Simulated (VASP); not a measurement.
Ni: single point with PBE

Crystal: Ni.

```
Ni
1.0
    -1.40015    1.40015    1.40015
     1.40015   -1.40015    1.40015
     2.80030    2.80030    0.00000
Ni
2
Cartesian
  0.0000 0.0000 -0.1320
  1.4001 1.4001 1.5321
```

This cell differs from its parent crystal: atoms displaced along a vibrational mode.

* Program: VASP 6.6.1
* Task: single point
* Functional: PBE
* Potentials or basis: VASP PAW PBE potentials, release 64 (Ni)
* Cutoff: 520 eV
* k mesh: 20 × 20 × 12
* Occupations: gaussian, width 0.15 eV
* Spin: collinear spin, ferromagnetic start
* Starting moments: [0.64, 0.64] μB

- Pressure: 3.1 GPa
- Largest force: 1.015 eV/Å
- Net moment: 1.14 μB per cell
- Site moments: Ni +0.58 μB
- Valence electrons inside the program's atomic spheres: Ni 9.32

Forces on the atoms (eV/Å):
```
Ni   0.000  0.000  1.015
Ni   0.000  0.000 -1.015
```

Stress tensor (GPa, compression positive):
```
4.60 2.72 0.00
2.72 4.60 0.00
0.00 0.00 0.12
```

Levels at points of the mesh, in eV from the Fermi level:
Spin up:
```tsv
k point	band 8	band 9	band 10	band 11	band 12	band 13	band 14	band 15
(0.00, 0.00, 0.00)	-1.00	-0.88	-0.81	-0.28	0.27	6.39	19.30	20.33
(0.50, 0.00, 0.00)	-0.95	-0.81	-0.59	1.25	2.21	9.68	10.32	11.50
(0.50, 0.50, 0.00)	-0.30	-0.29	-0.10	0.27	6.37	9.70	9.71	10.16
(0.00, 0.00, 0.50)	-1.24	-0.97	-0.97	-0.81	-0.81	15.56	15.56	21.61
(0.50, 0.00, 0.50)	-0.85	-0.31	-0.31	0.62	0.62	6.23	6.23	19.13
(0.50, 0.50, 0.50)	-1.00	-0.20	-0.20	4.76	4.76	7.12	7.12	12.99
```
Spin down:
| k point | band 6 | band 7 | band 8 | band 9 | band 10 | band 11 | band 12 | band 13 |
| --- | --- | --- | --- | --- | --- | --- | --- | --- |
| (0.00, 0.00, 0.00) | -1.57 | -0.47 | -0.42 | -0.39 | -0.33 | 0.24 | 0.47 | 6.76 |
| (0.50, 0.00, 0.00) | -2.06 | -0.64 | -0.41 | -0.25 | 0.00 | 1.77 | 2.66 | 9.82 |
| (0.50, 0.50, 0.00) | -0.23 | 0.15 | 0.22 | 0.47 | 0.52 | 0.67 | 6.73 | 9.74 |
| (0.00, 0.00, 0.50) | -2.09 | -0.62 | -0.62 | -0.32 | -0.32 | -0.32 | -0.32 | 15.68 |
| (0.50, 0.00, 0.50) | -0.52 | -0.29 | -0.29 | 0.16 | 0.16 | 0.98 | 0.98 | 6.58 |
| (0.50, 0.50, 0.50) | -1.74 | -0.30 | -0.30 | 0.57 | 0.57 | 4.89 | 4.89 | 7.36 |

Wall time 8.4 min on 1 thread of Oxide Virtual Turin-like Processor (shared host), peak memory 0.51 GiB.

Caveat: the cell differs from its parent crystal (atoms displaced along a vibrational mode); the cell stands under pressure; forces of over 1 eV/Å act on the atoms, so gaps and moduli don't describe the material at rest.
